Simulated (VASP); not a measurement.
# C: single point with PBE

The system is C.

```
C
1.0
     2.51156    0.00000    0.00000
    -1.25578    2.17508    0.00000
     0.00000    0.00000    4.18036
C
4
Direct
  0.00000 0.00000 0.00023
  0.00000 0.00000 0.37477
  0.33333 0.66667 0.50023
  0.33333 0.66667 0.87477
```

| Quantity | Value |
| --- | --- |
| Program | VASP 6.6.1 |
| Task | single point |
| Functional | PBE |
| Potentials or basis | VASP PAW PBE potentials, release 64 (C) |
| Cutoff | 520 eV |
| k mesh | 12 × 12 × 6 |
| Occupations | gaussian, width 0.02 eV |
| Spin | non-collinear spin, zero start, spin-orbit coupling |
| Starting moments | [[0.0, 0.0, 0.0], [0.0, 0.0, 0.0], [0.0, 0.0, 0.0], [0.0, 0.0, 0.0]] μB |

The pressure is 0.6 GPa, the largest force is 0.004 eV/Å and the net moment is 0.00 μB per cell. The valence electrons inside the program's atomic spheres are C 2.57.

Forces on the atoms (eV/Å):
```
C    0.000  0.000  0.004
C    0.000  0.000 -0.004
C    0.000  0.000  0.004
C    0.000  0.000 -0.004
```

Stress tensor (GPa, compression positive):
```
0.68 0.00 0.00
0.00 0.68 0.00
0.00 0.00 0.56
```

Moments on the atoms (μB; x, y, z):
```
C   0.00 0.00 0.00
C   0.00 0.00 0.00
C   0.00 0.00 0.00
C   0.00 0.00 0.00
```

Run time: 72 s on 1 thread of Intel(R) Xeon(R) Platinum 8375C CPU @ 2.90GHz (Ice Lake), on a shared host, peak memory 0.22 GiB.
